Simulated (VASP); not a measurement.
Set up this calculation in VASP 6.6.1, as the native input.

```
Task                   : single point
Functional             : BLYP
Potentials or basis    : VASP PAW PBE potentials, release 64 (Rh_pv)
Cutoff                 : 520 eV
k mesh                 : 16 × 16 × 16
Occupations            : fermi-dirac, width 0.1 eV
Spin                   : no spin polarisation
Dipole correction      : no
Further INCAR settings : ALGO = Normal; EDIFF = 1e-07; NBANDS = 14
```

The structure of Rh lies in POSCAR:

```
Rh
1.0
   -1.4993145468      1.4993145468      1.4993145468
    1.4993145468     -1.4993145468      1.4993145468
    1.4993145468      1.4993145468     -1.4993145468
Rh
1
Direct
    0.0000000000      0.0000000000      0.0000000000
```

This cell differs from its parent crystal: volume scaled by 0.88.

One way to write it, as run:

INCAR

```
SYSTEM = Rh
PREC = Accurate
ENCUT = 520
EDIFF = 1E-7
ISMEAR = -1
SIGMA = 0.1
LREAL = .False.
LASPH = .True.
NELM = 100
ALGO = Normal
ISIF = 2
LWAVE = .False.
LCHARG = .True.
GGA = B5
ALDAX = 1.0
AGGAX = 1.0
AGGAC = 1.0
ALDAC = 0.0
LELF = .True.
LVHAR = .True.
NBANDS = 14
```

KPOINTS

```
regular mesh
0
Gamma
  16 16 16
  0 0 0
```

Potentials or basis: VASP PAW PBE potentials, release 64 (Rh_pv).

The run is started by

```console
$ cat potpaw_PBE.64/Rh_pv/POTCAR > POTCAR
$ mpirun -np 1 vasp_std > vasp.out
```

It gave:

```yaml
Pressure: 35.1 GPa
```

Caveat: the PAW data sets were made with another functional, which shifts forces and pressure a little.

Run time: 18 s on 1 thread of Intel Xeon 6975P-C (shared host), peak memory 0.14 GiB.
